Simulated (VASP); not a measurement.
# LiH in VASP: further runs

Runs on LiH. Level: r2SCAN. Tasks: single point.

Program: VASP 6.6.1. These are calculated values, not measurements. Logs are shortened: lines on timing, memory, paths and dates and some standing lists are left out, and cuts for length are marked.

## 1. The cell of the first run

It takes space group R-3m (No. 166, trigonal). Conventional cell: a = 2.839 Å, b = 2.839 Å, c = 6.902 Å, α = 90.00°, β = 90.00°, γ = 120.00°. Within 2.7 Å of Li (site symmetry -3m) lie 6 H at 2.00 Å. H (site symmetry -3m) has 6 Li at 2.00 Å within 2.7 Å.

## 2. Single point, r2SCAN (equal xy, yz and zx engineering shears of -0.5 %)

POSCAR

```
LiH
1.0
   -0.0100116364      1.9973214580      1.9973214580
    1.9973214580     -0.0100116364      1.9973214580
    1.9973214580      1.9973214580     -0.0100116364
Li H
1 1
Direct
    0.0000000000      0.0000000000      0.0000000000
    0.5000000000      0.5000000000      0.5000000000
```

INCAR.step1

```
SYSTEM = LiH
PREC = Accurate ; ENCUT = 830
ISMEAR = 0 ; SIGMA = 0.01
LREAL = .FALSE. ; LASPH = .TRUE.
NELM = 120 ; NBANDS = 9
GGA = PE ; ALGO = Normal
EDIFF = 1E-5 ; LWAVE = .TRUE.
LCHARG = .FALSE. ; GGA_COMPAT = .FALSE.
```

INCAR.step2

```
SYSTEM = LiH
PREC = Accurate ; ENCUT = 830
EDIFF = 1E-6 ; ISMEAR = 0
SIGMA = 0.01 ; LREAL = .FALSE.
LASPH = .TRUE. ; NELM = 120
ALGO = Normal ; ISIF = 2
LWAVE = .FALSE. ; LCHARG = .TRUE.
METAGGA = R2SCAN ; LMIXTAU = .TRUE.
LELF = .TRUE. ; LVHAR = .TRUE.
NBANDS = 9 ; ISTART = 1
GGA_COMPAT = .FALSE.
```

KPOINTS

```
Automatic mesh
0
G
  10 10 10
  0 0 0
```

Potentials or basis: VASP PAW PBE potentials, release 64 (Li_sv, H).

Run with:

```console
cat potpaw_PBE.64/Li_sv/POTCAR potpaw_PBE.64/H/POTCAR > POTCAR
cp INCAR.step1 INCAR
mpirun -np 1 vasp_std > vasp.out
cp INCAR.step2 INCAR
mpirun -np 1 vasp_std > vasp.out
```

OUTCAR:

```text
SYSTEM = LiH
   PREC = Accurate
   ENCUT = 830
   EDIFF = 1E-6
   ISMEAR = 0
   LREAL = .FALSE.
   LASPH = .TRUE.
   NELM = 120
   ISIF = 2
   METAGGA = R2SCAN
   ISTART = 1

 ion  position               nearest neighbor table
   1  0.000  0.000  0.000-
   2  0.500  0.500  0.500-

  LATTYP: Found a trigonal (rhomboedric) cell.
 ALAT       =     2.8246568369
 COS(alpha) =     0.4949812503

  Lattice vectors:

 A1 = (  -0.0100116364,   1.9973214580,   1.9973214580)
 A2 = (   1.9973214580,  -0.0100116364,   1.9973214580)
 A3 = (   1.9973214580,   1.9973214580,  -0.0100116364)

Analysis of symmetry for initial positions (statically):
=====================================================================
 Subroutine PRICEL returns:
 Original cell was already a primitive cell.

 Routine SETGRP: Setting up the symmetry group for a
 trigonal (rhombohedral) supercell.

 Subroutine GETGRP returns: Found 12 space group operations
 (whereof 12 operations were pure point group operations)
 out of a pool of 12 trial point group operations.

The static configuration has the point symmetry D_3d.

Analysis of symmetry for dynamics (positions and initial velocities):
=====================================================================
 Subroutine PRICEL returns:
 Original cell was already a primitive cell.

 Routine SETGRP: Setting up the symmetry group for a
 trigonal (rhombohedral) supercell.

 Subroutine GETGRP returns: Found 12 space group operations
 (whereof 12 operations were pure point group operations)
 out of a pool of 12 trial point group operations.

The dynamic configuration has the point symmetry D_3d.

 Subroutine INISYM returns: Found 12 space group operations
 (whereof 12 operations are pure point group operations),
 and found     1 'primitive' translations

----------------------------------------------------------------------------------------

                                     Primitive cell

  volume of cell :      16.0556

  direct lattice vectors                    reciprocal lattice vectors
    -0.010011636  1.997321458  1.997321458    -0.248460866  0.249712558  0.249712558
     1.997321458 -0.010011636  1.997321458     0.249712558 -0.248460866  0.249712558
     1.997321458  1.997321458 -0.010011636     0.249712558  0.249712558 -0.248460866

  length of vectors
     2.824656837  2.824656837  2.824656837     0.431793382  0.431793382  0.431793382

  position of ions in fractional coordinates (direct lattice)
     0.000000000  0.000000000  0.000000000
     0.500000000  0.500000000  0.500000000

  ion indices of the primitive-cell ions
   primitive index   ion index
                 1           1
                 2           2

----------------------------------------------------------------------------------------

 KPOINTS: Automatic mesh

Automatic generation of k-mesh.
 Grid dimensions read from file:
 generate k-points for:   10   10   10

 Generating k-lattice:

  Cartesian coordinates                     Fractional coordinates (reciprocal lattice)
    -0.024846087  0.024971256  0.024971256     0.100000000 -0.000000000 -0.000000000
     0.024971256 -0.024846087  0.024971256    -0.000000000  0.100000000 -0.000000000
     0.024971256  0.024971256 -0.024846087    -0.000000000 -0.000000000  0.100000000

  Length of vectors
     0.043179338  0.043179338  0.043179338

  Shift w.r.t. Gamma in fractional coordinates (k-lattice)
     0.000000000  0.000000000  0.000000000

 Subroutine IBZKPT returns following result:
 ===========================================

 Found    116 irreducible k-points:

 Following reciprocal coordinates:
            Coordinates               Weight
  0.000000  0.000000  0.000000      1.000000
  0.100000  0.000000  0.000000      6.000000
  0.200000  0.000000  0.000000      6.000000
  0.300000  0.000000  0.000000      6.000000
  0.400000 -0.000000 -0.000000      6.000000
  0.500000  0.000000  0.000000      3.000000
[... 16 lines left out ...]
  0.300000  0.300000 -0.000000      6.000000
  0.400000  0.300000  0.000000     12.000000
 [... further k-points ...]
   k-points           NKPTS =    116   k-points in BZ     NKDIM =    116   number of bands    NBANDS=      9
   number of dos      NEDOS =    301   number of ions     NIONS =      2
   total plane-waves  NPLWV =  21952
   dimension x,y,z NGX =    28 NGY =   28 NGZ =   28
   dimension x,y,z NGXF=    56 NGYF=   56 NGZF=   56
   ions per type =               1   1
   NGX,Y,Z   is equivalent  to a cutoff of  16.48, 16.48, 16.48 a.u.
   NGXF,Y,Z  is equivalent  to a cutoff of  32.96, 32.96, 32.96 a.u.
 SYSTEM =  LiH
   PREC   = accura    normal or accurate (medium, high low for compatibility)
   ISTART =      1    job   : 0-new  1-cont  2-samecut
   ICHARG =      0    charge: 1-file 2-atom 10-const
   ISPIN  =      1    spin polarized calculation?
   LNONCOLLINEAR =      F non collinear calculations
   LSORBIT =      F    spin-orbit coupling
   LASPH  =      T    aspherical Exc in radial PAW
   ENCUT  =  830.0 eV  61.00 Ry    7.81 a.u.   6.64  6.64  6.64*2*pi/ulx,y,z
   NELM   =    120;   NELMIN=  2; NELMDL=  0     # of ELM steps
   EDIFF  = 0.1E-05   stopping-criterion for ELM
   LREAL  =      F    real-space projection
   EDIFFG = 0.1E-04   stopping-criterion for IOM
   NSW    =      0    number of steps for IOM
   IBRION =     -1    ionic relax: 0-MD 1-quasi-New 2-CG
   NFREE  =      0    steps in history (QN), initial steepest desc. (CG)
   ISIF   =      2    stress and relaxation
   ISYM   =      2    0-nonsym 1-usesym 2-fastsym
   POTIM  = 0.5000    time-step for ionic-motion
   TEBEG  =    0.0;   TEEND  =   0.0 temperature during run
   PSTRESS=    0.0 pullay stress
   NELECT =       4.0000    total number of electrons
   NUPDOWN=      -1.0000    fix difference up-down
   EMIN   =  10.00;   EMAX   =-10.00  energy-range for DOS
   EFERMI =   0.00;   METHOD = LEGACY
   ISMEAR =     0;   SIGMA  =   0.01  broadening in eV -4-tet -1-fermi 0-gaus
   EFERMI_NEDOS =   21; number of points for ismear=-14 and -15
   IALGO  =     38    algorithm
   IMIX   =      4    mixing-type and parameters
     AMIX     =   0.40;   BMIX     =  1.00
     AMIX_MAG =   1.60;   BMIX_MAG =  1.00
  volume/ion in A,a.u.               =       8.03        54.17
  Fermi-wavevector in a.u.,A,eV,Ry     =   1.030115  1.946636 14.437651  1.061137
  Thomas-Fermi vector in A             =   2.164197
   LORBIT       =      0    0 simple, 1 ext, 2 COOP (PROOUT), +10 PAW based schemes
   METAGGA = R2SCAN    functional components
   LHFCALC =     F    Hartree Fock is set to
   AEXX    =    0.0000 exact exchange contribution
   IVDW    =     0    specifies the selected vdW correction
   LEPSILON=     F    determine dielectric tensor
   LRPA    =     F    only Hartree local field effects (RPA)
 non-spin polarized calculation
 Gauss-broadening in eV      SIGMA  =   0.01
  energy-cutoff  :      830.00
  volume of cell :       16.06
 maximum number of plane-waves:       891
   NGX = 13   NGY = 13   NGZ = 13

 number of electron       4.0000001 magnetization

 Free energy of the ion-electron system (eV)
  ---------------------------------------------------
  ext. energy  EPLUGINS =         0.00000000
  ---------------------------------------------------
  free energy    TOTEN  =        -6.81875610 eV

  energy without entropy =       -6.81875610  energy(sigma->0) =       -6.81875610

 E-fermi :   0.0615     XC(G=0):  -8.8359

 val. band max:       -0.1774796855   @ k =   0.5000   0.5000   0.0000
 cond. band min:       3.3988798510   @ k =   0.5000   0.5000   0.0000
 fundamental gap:      3.5763595364
 Fermi energy:         0.0615302713

 k-point     1 :       0.0000    0.0000    0.0000
  band No.  band energies     occupation
      1     -45.8924      2.00000
      2      -5.6419      2.00000
      3      17.4751      0.00000
      4      19.1459      0.00000
      5      19.1459      0.00000
      6      19.3856      0.00000
      7      23.5876      0.00000
      8      23.5876      0.00000
      9      23.8687      0.00000

 k-point     2 :       0.1000    0.0000    0.0000
  band No.  band energies     occupation
      1     -45.8881      2.00000
      2      -5.4623      2.00000
      3      15.6642      0.00000
      4      18.2120      0.00000
      5      18.7077      0.00000
      6      18.9078      0.00000
      7      23.4539      0.00000
      8      24.5545      0.00000
      9      24.8111      0.00000

 k-point     3 :       0.2000    0.0000    0.0000
  band No.  band energies     occupation
      1     -45.8769      2.00000
      2      -4.9384      2.00000
      3      12.1296      0.00000
      4      16.9038      0.00000
      5      18.0450      0.00000
      6      18.2241      0.00000
      7      24.4320      0.00000
      8      24.4824      0.00000
      9      24.5070      0.00000

 k-point     4 :       0.3000    0.0000    0.0000
  band No.  band energies     occupation
      1     -45.8630      2.00000
      2      -4.1370      2.00000
      3       8.8439      0.00000
      4      15.7906      0.00000
      5      17.6992      0.00000
      6      17.8490      0.00000
      7      22.1249      0.00000
      8      22.1967      0.00000
      9      26.2069      0.00000
[... 205 lines left out ...]
 k-point    22 :      -0.2000    0.2000    0.0000
  band No.  band energies     occupation
      1     -45.8584      2.00000
      2      -3.7953      2.00000
      3      10.2048      0.00000
      4      10.3612      0.00000
      5      17.4495      0.00000
      6      18.4026      0.00000
      7      22.8275      0.00000
      8      25.5913      0.00000
      9      26.8670      0.00000

 k-point    23 :       0.3000    0.3000   -0.0000
  band No.  band energies     occupation
      1     -45.8536      2.00000
      2      -3.3616      2.00000
      3       9.1506      0.00000
      4      12.9903      0.00000
      5      13.1645      0.00000
      6      16.4248      0.00000
      7      19.1592      0.00000
      8      30.0110      0.00000
      9      33.0780      0.00000

 k-point    24 :       0.4000    0.3000    0.0000
  band No.  band energies     occupation
      1     -45.8449      2.00000
      2      -2.4585      2.00000
      3       7.1666      0.00000
      4      11.1832      0.00000
      5      12.6992      0.00000
      6      17.3241      0.00000
      7      19.1501      0.00000
      8      31.0896      0.00000
      9      31.7696      0.00000

 [... further k-points ...]
[... 5 lines left out ...]
  --------------------------------------------------------------------------------------
  -------------------------------------------------------------------------------------
  Total       -0.0033090     -0.0033090     -0.0033090      0.0212126      0.0212126      0.0212126
  in kB       -0.3302057     -0.3302057     -0.3302057      2.1167896      2.1167896      2.1167896
  external PRESSURE =      -0.3302057 kB  Pullay stress =       0.0000000 kB

 VOLUME and BASIS-vectors are now :
 -----------------------------------------------------------------------------
  energy-cutoff  :      830.00
  volume of cell :       16.06
      direct lattice vectors                 reciprocal lattice vectors
    -0.010011636  1.997321458  1.997321458    -0.248460866  0.249712558  0.249712558
     1.997321458 -0.010011636  1.997321458     0.249712558 -0.248460866  0.249712558
     1.997321458  1.997321458 -0.010011636     0.249712558  0.249712558 -0.248460866

 POSITION                                       TOTAL-FORCE (eV/Angst)
 -----------------------------------------------------------------------------------
      0.00000      0.00000      0.00000        -0.000000      0.000000     -0.000000
      1.99232      1.99232      1.99232         0.000000     -0.000000      0.000000
 -----------------------------------------------------------------------------------
    total drift:                                0.000000      0.000000      0.000000

  FREE ENERGIE OF THE ION-ELECTRON SYSTEM (eV)
  ---------------------------------------------------
  free  energy   TOTEN  =        -6.8187561023 eV

  energy  without entropy=       -6.8187561023  energy(sigma->0) =       -6.81875610
```

Wall time 57 s (1 thread of Intel Xeon 6975P-C (Granite Rapids), shared host); peak memory 0.17 GiB.

Results:

| Quantity | Value |
| --- | --- |
| Free energy | -6.8188 eV |
| Pressure | 0.0 GPa |
| Band gap on the k mesh | 3.58 eV |

Stress tensor (GPa, compression positive):
```
-0.03  0.21  0.21
 0.21 -0.03  0.21
 0.21  0.21 -0.03
```

Levels at points of the mesh, in eV from the valence-band top:
| k point | band 1 | band 2 | band 3 | band 4 | band 5 |
| --- | --- | --- | --- | --- | --- |
| (0.00, 0.00, 0.00) | -45.71 | -5.46 | 17.65 | 19.32 | 19.32 |
| (0.50, 0.00, 0.00) | -45.67 | -2.67 | 5.65 | 14.99 | 18.15 |
| (0.50, 0.50, 0.00) | -45.66 | 0.00 | 3.58 | 11.66 | 11.83 |
| (0.50, 0.50, 0.50) | -45.67 | -2.59 | 5.72 | 14.85 | 18.05 |

Caveat: the cell differs from its parent crystal (equal xy, yz and zx engineering shears of -0.5 %); the PAW data sets were made with another functional, which shifts forces and pressure a little. A k mesh can miss the band edges.

## 3. Single point, r2SCAN (equal xy, yz and zx engineering shears of +0.5 %)

POSCAR

```
LiH
1.0
    0.0100116364      2.0073330944      2.0073330944
    2.0073330944      0.0100116364      2.0073330944
    2.0073330944      2.0073330944      0.0100116364
Li H
1 1
Direct
    0.0000000000      0.0000000000      0.0000000000
    0.5000000000      0.5000000000      0.5000000000
```

INCAR.step1 is that of step 2.

INCAR.step2: that of step 2 with these lines changed.

```diff
@@ -6,5 +6,4 @@
 ALGO = Normal ; ISIF = 2
-LWAVE = .FALSE. ; LCHARG = .TRUE.
+LWAVE = .FALSE. ; LCHARG = .FALSE.
 METAGGA = R2SCAN ; LMIXTAU = .TRUE.
-LELF = .TRUE. ; LVHAR = .TRUE.
 NBANDS = 9 ; ISTART = 1
```

KPOINTS

```
regular mesh
0
G
  10 10 10
  0 0 0
```

Potentials or basis: VASP PAW PBE potentials, release 64 (Li_sv, H).

Run with:

```console
cat potpaw_PBE.64/Li_sv/POTCAR potpaw_PBE.64/H/POTCAR > POTCAR
cp INCAR.step1 INCAR
mpirun -np 1 vasp_std > vasp.out
cp INCAR.step2 INCAR
mpirun -np 1 vasp_std > vasp.out
```

Wall time 61 s (1 thread of Intel Xeon 6975P-C (Granite Rapids), shared host); peak memory 0.17 GiB.

The run converged. Its results:

```
Free energy            : -6.8187 eV
Pressure               : 0.0 GPa
Band gap on the k mesh : 3.58 eV
```

Stress tensor (GPa, compression positive):
```
-0.02 -0.23 -0.23
-0.23 -0.02 -0.23
-0.23 -0.23 -0.02
```

Levels at points of the mesh, in eV from the valence-band top:
```
           k point  band 1  band 2  band 3  band 4  band 5  band 6
(0.00, 0.00, 0.00)  -45.71   -5.46   17.65   19.24   19.49   19.49
(0.50, 0.00, 0.00)  -45.67   -2.63    5.69   14.92   18.09   18.17
(0.50, 0.50, 0.00)  -45.66    0.00    3.58   11.66   11.83   15.06
(0.50, 0.50, 0.50)  -45.67   -2.70    5.61   15.06   18.27   18.27
```

Caveat: the cell differs from its parent crystal (equal xy, yz and zx engineering shears of +0.5 %); the PAW data sets were made with another functional, which shifts forces and pressure a little. A k mesh can miss the band edges.

## 4. Single point, r2SCAN (0.01, 0.01] A)

POSCAR

```
LiH
1.0
    0.0000000000      2.0023272762      2.0023272762
    2.0023272762      0.0000000000      2.0023272762
    2.0023272762      2.0023272762      0.0000000000
Li H
1 1
Direct
    0.0024970943      0.0024970943      0.0024970943
    0.5000000000      0.5000000000      0.5000000000
```

INCAR.step1

```
ALGO = Normal
EDIFF = 1E-5
ENCUT = 830
GGA = PE
GGA_COMPAT = False
ISMEAR = 0
LASPH = True
LCHARG = False
LREAL = False
LWAVE = True
NBANDS = 9
NELM = 120
PREC = Accurate
SIGMA = 0.01
```

INCAR.step2

```
ALGO = Normal
EDIFF = 1E-6
ENCUT = 830
GGA_COMPAT = False
ISIF = 2
ISMEAR = 0
ISTART = 1
LASPH = True
LCHARG = False
LMIXTAU = True
LREAL = False
LWAVE = False
METAGGA = R2SCAN
NBANDS = 9
NELM = 120
PREC = Accurate
SIGMA = 0.01
```

KPOINTS

```
k-points
0
Gamma
  10 10 10
```

Run with:

```console
cat potpaw_PBE.64/Li_sv/POTCAR potpaw_PBE.64/H/POTCAR > POTCAR
cp INCAR.step1 INCAR
mpirun -np 1 vasp_std > vasp.out
cp INCAR.step2 INCAR
mpirun -np 1 vasp_std > vasp.out
```

Run time: 58 s. Hardware: 1 thread of Intel Xeon 6975P-C (Granite Rapids), shared host; peak memory 0.17 GiB.

Results (log left out):

| Item | Value |
| --- | --- |
| Free energy | -6.8194 eV |
| Pressure | -0.1 GPa |
| Largest force | 0.008 eV/Å |
| Band gap on the k mesh | 3.58 eV |

Forces on the atoms (eV/Å):
```
Li  -0.005 -0.005 -0.005
H    0.005  0.005  0.005
```

Levels at points of the mesh, in eV from the valence-band top:
```tsv
k point	band 1	band 2	band 3	band 4	band 5	band 6
(0.00, 0.00, 0.00)	-45.72	-5.46	17.65	19.41	19.41	19.42
(0.50, 0.00, 0.00)	-45.67	-2.65	5.67	14.96	18.16	18.16
(0.50, 0.50, 0.50)	-45.67	-2.65	5.67	14.96	18.16	18.16
(0.50, 0.50, 0.00)	-45.66	0.00	3.58	11.75	11.75	15.06
```

Caveat: the cell differs from its parent crystal (0.01, 0.01] A); the PAW data sets were made with another functional, which shifts forces and pressure a little. A k mesh can miss the band edges.

## 5. Single point, r2SCAN (-0.01, -0.01] A)

POSCAR: that of step 4 with these lines changed.

```diff
@@ -8,3 +8,3 @@
 Direct
-    0.0024970943      0.0024970943      0.0024970943
+   -0.0024970943     -0.0024970943     -0.0024970943
     0.5000000000      0.5000000000      0.5000000000
```

INCAR.step1

```
SYSTEM = LiH
PREC = Accurate ; ENCUT = 830
ISMEAR = 0 ; SIGMA = 0.01
LREAL = .False. ; LASPH = .True.
NELM = 120 ; NBANDS = 9
GGA = PE ; ALGO = Normal
EDIFF = 1E-5 ; LWAVE = .True.
LCHARG = .False. ; GGA_COMPAT = .False.
```

INCAR.step2

```
SYSTEM = LiH
PREC = Accurate ; ENCUT = 830
EDIFF = 1E-6 ; ISMEAR = 0
SIGMA = 0.01 ; LREAL = .False.
LASPH = .True. ; NELM = 120
ALGO = Normal ; ISIF = 2
LWAVE = .False. ; LCHARG = .False.
METAGGA = R2SCAN ; LMIXTAU = .True.
NBANDS = 9 ; ISTART = 1
GGA_COMPAT = .False.
```

KPOINTS

```
Automatic mesh
0
Gamma
  10 10 10
  0 0 0
```

Run with:

```console
cat potpaw_PBE.64/Li_sv/POTCAR potpaw_PBE.64/H/POTCAR > POTCAR
cp INCAR.step1 INCAR
mpirun -np 1 vasp_std > vasp.out
cp INCAR.step2 INCAR
mpirun -np 1 vasp_std > vasp.out
```

Wall time 56 s (1 thread of Intel Xeon 6975P-C (Granite Rapids), shared host); peak memory 0.17 GiB.

It converged, with:

* Free energy: -6.8194 eV
* Pressure: -0.1 GPa
* Largest force: 0.008 eV/Å
* Band gap on the k mesh: 3.58 eV

Forces on the atoms (eV/Å):
```
Li   0.005  0.005  0.005
H   -0.005 -0.005 -0.005
```

Levels at points of the mesh, in eV from the valence-band top:
| k point | band 1 | band 2 | band 3 | band 4 | band 5 |
| --- | --- | --- | --- | --- | --- |
| (0.00, 0.00, 0.00) | -45.72 | -5.46 | 17.65 | 19.41 | 19.41 |
| (0.50, 0.00, 0.00) | -45.67 | -2.65 | 5.67 | 14.96 | 18.16 |
| (0.50, 0.50, 0.50) | -45.67 | -2.65 | 5.67 | 14.96 | 18.16 |
| (0.50, 0.50, 0.00) | -45.66 | 0.00 | 3.58 | 11.75 | 11.75 |

Caveat: the cell differs from its parent crystal (-0.01, -0.01] A); the PAW data sets were made with another functional, which shifts forces and pressure a little. A k mesh can miss the band edges.

## 6. The runs side by side

```csv
cell,gap on the mesh (eV),pressure (GPa),largest force (eV/Å)
"a = 2.825 Å, angles 60.3°, 2 atoms, atomic positions A",3.58,0.0,-
"a = 2.839 Å, angles 59.7°, 2 atoms, atomic positions A",3.58,0.0,-
"a = 2.832 Å, angles 60.0°, 2 atoms, atomic positions A",3.58,-0.1,0.01
"a = 2.832 Å, angles 60.0°, 2 atoms, atomic positions B",3.58,-0.1,0.01
```

Alike in all rows: task single point; level r2SCAN; potentials or basis VASP PAW PBE potentials, release 64 (Li_sv, H); no spin polarisation; k mesh 10 × 10 × 10; cutoff (eV) 830; smearing gaussian 0.01 eV.

Caveats: the PAW data sets were made with another functional, which shifts forces and pressure a little.

Absolute energies hang on the potentials; compare differences alone.
